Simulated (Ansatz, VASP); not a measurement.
WS2 in VASP and in Ansatz

File INCAR:

```
PREC = Accurate
ENCUT = 520
EDIFF = 1E-6
ISMEAR = -1
SIGMA = 0.03
LREAL = F
LASPH = T
NELM = 100
ALGO = Normal
ISIF = 2
LWAVE = F
LCHARG = F
NBANDS = 20
```

KPOINTS

```
regular mesh
0
Gamma
  10 10 10
```

File POSCAR:

```
WS2
1.0
    1.4782840833      0.8534877134      6.0245971790
   -1.4782840833      0.8534877134      6.0245971790
    0.0000000000     -1.7069754269      6.0245971790
W S
1 2
Direct
    0.9993321300      0.9993321300      0.9993321300
    0.5858876800      0.5858876800      0.5858876800
    0.7460801900      0.7460801900      0.7460801900
```

Input for Ansatz:

```yaml
crystal:
  lattice:
    - [1.4782840833, 0.8534877134, 6.024597179]
    - [-1.4782840833, 0.8534877134, 6.024597179]
    - [0.0, -1.7069754269, 6.024597179]
  atoms:
    - { symbol: W, position: [0.99933213, 0.99933213, 0.99933213] }
    - { symbol: S, position: [0.58588768, 0.58588768, 0.58588768] }
    - { symbol: S, position: [0.74608019, 0.74608019, 0.74608019] }
kpoints:
  mp_grid: { grid: [10, 10, 10] }
  band_path:
    path:
      - [0.0, 0.0, 0.0]
      - [-0.5, -0.5, -0.5]
      - [-0.5, -0.1800463939, -0.8199536061]
      - [-0.1800463939, 0.1800463939, -0.5]
      - [0.0, 0.0, -0.5]
      - [0.0, 0.0, 0.0]
      - [0.0, 0.3400231969, -0.3400231969]
      - [-0.340023197, 0.0, -0.659976803]
      - [-0.5, 0.0, -0.5]
    npoints: 6
scf:
  occupations: { method: fermi_dirac, width: 0.03 }
hamiltonian:
  xc: lda
  pseudopotentials: { kind: all_electron, lapw: { basis_error: 0.001 } }
output:
  forces: true
  stress: true
  eigenvalues: true
  populations: true
```

Change from the starting cell: volume scaled by 0.8, LAPW.

Alike in both runs: task single point; functional LDA; k mesh 10 × 10 × 10; occupations fermi-dirac, width 0.03 eV; no spin polarisation.

|  | VASP | Ansatz |
| --- | --- | --- |
| version | VASP 6.6.1 | Ansatz 0.2.0 |
| potentials or method | VASP PAW LDA potentials, release 64 (W_sv, S), cutoff 520 eV | all-electron LAPW, scalar-relativistic |

```csv
,VASP,Ansatz,Ansatz less VASP
pressure (GPa),47.2,46.4,-0.86
"traceless stress, the component that is largest in VASP (GPa)",3.80,3.84,+0.047
rms of the force components (eV/Å),2.372,2.331,-0.0414
```

LDA's correlation is that of Perdew and Zunger in VASP and of Perdew and Wang (1992) in Ansatz. Atom by atom the forces differ by 0.041 eV/Å (rms over components). Both programs put the cell under a high pressure, so it lies far from rest at this level. Ansatz ran all-electron here, and VASP with PAW potentials.

Spin-orbit coupling is off throughout.
